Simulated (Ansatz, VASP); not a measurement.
Two plane-wave programs on Ca8CO

The input INCAR:

```
PREC = Accurate
ENCUT = 520
EDIFF = 1E-7
ISMEAR = 0
SIGMA = 0.1
LREAL = False
LASPH = True
NELM = 100
ALGO = Normal
ISIF = 2
LWAVE = False
LCHARG = True
LDIPOL = True
IDIPOL = 3
DIPOL = 0.5 0.5 0.305
GGA = PE
LELF = True
LVHAR = True
LVACPOTAV = True
NBANDS = 56
```

KPOINTS

```
Automatic mesh
0
Gamma
  4 4 1
```

The input POSCAR:

```
Ca8CO
1.0
    7.8132359319      0.0000000000      0.0000000000
    0.0000000000      7.8132359319      0.0000000000
    0.0000000000      0.0000000000     20.6093934330
Ca C O
8 1 1
Direct
    0.2500000000      0.2500000000      0.1940862555
    0.2500000000      0.7500000000      0.1940862555
    0.7500000000      0.2500000000      0.1940862555
    0.7500000000      0.7500000000      0.1940862555
    0.0000000000      0.0000000000      0.3206981057
    0.0000000000      0.5000000000      0.3206981057
    0.5000000000      0.0000000000      0.3206981057
    0.5000000000      0.5000000000      0.3206981057
    0.1834462693      0.7500000000      0.4953757356
    0.3165537307      0.7500000000      0.4953757356
```

Input for Ansatz:

```yaml
crystal:
  lattice:
    - [7.8132359319, 0.0, 0.0]
    - [0.0, 7.8132359319, 0.0]
    - [0.0, 0.0, 20.609393433]
  atoms:
    - { symbol: Ca, position: [0.25, 0.25, 0.1940862555] }
    - { symbol: Ca, position: [0.25, 0.75, 0.1940862555] }
    - { symbol: Ca, position: [0.75, 0.25, 0.1940862555] }
    - { symbol: Ca, position: [0.75, 0.75, 0.1940862555] }
    - { symbol: Ca, position: [0.0, 0.0, 0.3206981057] }
    - { symbol: Ca, position: [0.0, 0.5, 0.3206981057] }
    - { symbol: Ca, position: [0.5, 0.0, 0.3206981057] }
    - { symbol: Ca, position: [0.5, 0.5, 0.3206981057] }
    - { symbol: C, position: [0.1834462693, 0.75, 0.4953757356] }
    - { symbol: O, position: [0.3165537307, 0.75, 0.4953757356] }
basis:
  ecutwfc: 420
kpoints:
  mp_grid: { grid: [4, 4, 1] }
hamiltonian:
  xc: pbe
scf:
  occupations: { method: gaussian, width: 0.1 }
output:
  forces: true
  eigenvalues: true
efield:
  axis: 3
  dipole_correction: true
  ramp_width: 0.04
```

Alike in both runs: task single point; functional PBE; k mesh 4 × 4 × 1; occupations gaussian, width 0.1 eV; no spin polarisation.

```csv
,VASP,Ansatz
version,VASP 6.6.1,Ansatz 0.2.0
potentials or method,"VASP PAW PBE potentials, release 64 (Ca_sv, C, O), cutoff 520 eV","scalar-relativistic, plane waves, PAW"
valence electrons in the cell,90,90
```

Ansatz gave:

```
gap on the k mesh at the Fermi level (eV)  : none
rms of the force components (eV/Å)         : 4.028
work function, face that differs most (eV) : 2.63
```

**Question.** What did VASP give for the same quantities?

**Answer.** gap on the k mesh at the Fermi level (eV): none; rms of the force components (eV/Å): 4.489; work function, face that differs most (eV): 2.63.

Atom by atom the forces differ by 0.461 eV/Å (rms over components). A gap of «none» marks a metal or a gap that the smearing closes.

Noted on VASP's run: the standard files for N, O and F lose accuracy on very short bonds.
